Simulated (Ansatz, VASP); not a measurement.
MgO: VASP beside Ansatz

The input INCAR:

```
SYSTEM = MgO
  PREC = Accurate
  ENCUT = 520
  EDIFF = 1E-6
  ISMEAR = 0
  SIGMA = 0.01
  LREAL = .FALSE.
  LASPH = .TRUE.
  NELM = 60
  ALGO = Normal
  ISIF = 2
  LWAVE = .FALSE.
  LCHARG = .FALSE.
  GGA = PS
  NBANDS = 11
```

Contents of KPOINTS:

```
regular mesh
0
G
  10 10 10
  0 0 0
```

The input POSCAR:

```
MgO
1.0
    0.0000000000      2.1071401257      2.1071401257
    2.1071401257      0.0000000000      2.1071401257
    2.1071401257      2.1071401257      0.0000000000
Mg O
1 1
Direct
   -0.0023728844     -0.0023728844     -0.0023728844
    0.5000000000      0.5000000000      0.5000000000
```

Input for Ansatz:

```yaml
crystal:
  lattice:
    - [0.0, 2.10714012571, 2.10714012571]
    - [2.10714012571, 0.0, 2.10714012571]
    - [2.10714012571, 2.10714012571, 0.0]
  atoms:
    - { symbol: Mg, position: [-0.002372884432, -0.002372884432, -0.002372884432] }
    - { symbol: O, position: [0.5, 0.5, 0.5] }
kpoints:
  mp_grid: { grid: [10, 10, 10] }
scf:
  occupations: { method: fixed }
  convergence: { dr2_threshold: 1.0e-10 }
hamiltonian:
  xc: pbesol
  pseudopotentials: { kind: all_electron, lapw: { basis_error: 0.0005 } }
output:
  forces: true
  stress: true
  eigenstates:
    kpoints:
      - [0.0, 0.0, 0.0]
      - [-0.5, 0.0, -0.5]
      - [0.0, -0.5, -0.5]
      - [-0.5, -0.5, 0.0]
      - [-0.5, 0.0, 0.0]
      - [0.0, -0.5, 0.0]
      - [0.0, 0.0, -0.5]
      - [-0.5, -0.5, -0.5]
  eigenvalues: true
```

Change from the starting cell: atom 1 moved by [-0.01, -0.01, -0.01] A.

Alike in both runs: task single point; functional PBEsol; k mesh 10 × 10 × 10; no spin polarisation.

|  | VASP | Ansatz |
| --- | --- | --- |
| version | VASP 6.6.1 | Ansatz 0.2.0 |
| potentials or method | VASP PAW PBE potentials, release 64 (Mg, O), cutoff 520 eV | all-electron LAPW, scalar-relativistic |
| occupations | gaussian, width 0.01 eV | fixed |

Ansatz gave:

| Item | Value |
| --- | --- |
| gap on the k mesh at the Fermi level (eV) | 4.62 |
| pressure (GPa) | 0.1 |
| rms of the force components (eV/Å) | 0.053 |

Q: What did VASP give for the same quantities?

A: gap on the k mesh at the Fermi level (eV): 4.62; pressure (GPa): -0.5; rms of the force components (eV/Å): 0.054.

VASP's potentials were made for PBE, not for PBEsol. Atom by atom the forces differ by 0.001 eV/Å (rms over components). Ansatz ran all-electron here, and VASP with PAW potentials.
